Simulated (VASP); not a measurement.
Runs of VASP 6.6.1 on Fe. The structure is that of space group Fd-3m (No. 227), or close to it. The cells are those of the table. 

```tsv
task	cell	k mesh	cutoff (eV)	gap on the mesh (eV)	pressure (GPa)
single point	a = 3.353 Å, angles 60.0°, 2 atoms	13 × 13 × 13	520	none	13.1
single point	a = 3.401 Å, angles 60.0°, 2 atoms	13 × 13 × 13	520	none	(b)
single point	a = 3.537 Å, angles 60.0°, 2 atoms	13 × 13 × 13	520	none	-10.8
single point	a = 3.448 Å, angles 60.0°, 2 atoms	11 × 11 × 11	520	none	-1.4
single point	a = 3.448 Å, angles 60.0°, 2 atoms	13 × 13 × 13	520	none	-1.4
single point	a = 3.580 Å, angles 60.0°, 2 atoms	13 × 13 × 13	520	none	-14.2
single point	a = 3.493 Å, angles 60.0°, 2 atoms	13 × 13 × 13	520	none	(a)
relaxation of cell and atoms	relaxed from a = 3.556 Å, angles 60.0°, 2 atoms	11 × 11 × 11	600	none	0.0
single point	a = 3.304 Å, angles 60.0°, 2 atoms	13 × 13 × 13	520	none	23.0
```

Alike in all rows: level PBE; potentials or basis VASP PAW PBE potentials, release 64 (Fe); no spin polarisation; smearing fermi-dirac 0.1 eV.

Question: Estimate the missing entries.

Answer: (a) -6.6; (b) 5.0.

Caveats: the run has no spin polarisation, though such a crystal can be magnetic.

A gap of «none» marks levels without a gap at the run's occupations.
